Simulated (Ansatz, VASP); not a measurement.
Two plane-wave programs on CoO

```
CELL_PARAMETERS angstrom
0.00000 2.13150 2.13150
2.13150 0.00000 2.13150
2.13150 2.13150 0.00000
ATOMIC_POSITIONS crystal
Co 0.00000 0.00000 0.00000
O 0.50000 0.50000 0.50000
```

Alike in both runs: task single point; functional LDA; k mesh 12 × 12 × 12; occupations gaussian, width 0.05 eV; collinear spin.

|  | VASP | Ansatz |
| --- | --- | --- |
| version | VASP 6.6.1 | Ansatz 0.2.0 |
| potentials or method | VASP PAW LDA potentials, release 64 (Co_sv, O), cutoff 600 eV | scalar-relativistic, plane waves, PAW |
| valence electrons in the cell | 23 | 23 |

|  | VASP | Ansatz | Ansatz less VASP |
| --- | --- | --- | --- |
| gap on the k mesh at the Fermi level (eV) | none | none | - |
| pressure (GPa) | -22.5 | -19.0 | +3.52 |
| net moment per atom (μB) | 1.40 | 1.46 | +0.062 |
| size of the moment on the site where the two differ most (μB) | 2.39 | 2.45 | +0.064 |

LDA's correlation is that of Perdew and Zunger in VASP and of Perdew and Wang (1992) in Ansatz. Site moments also hang on the region over which each program counts them. A gap of «none» marks a metal or a gap that the smearing closes.
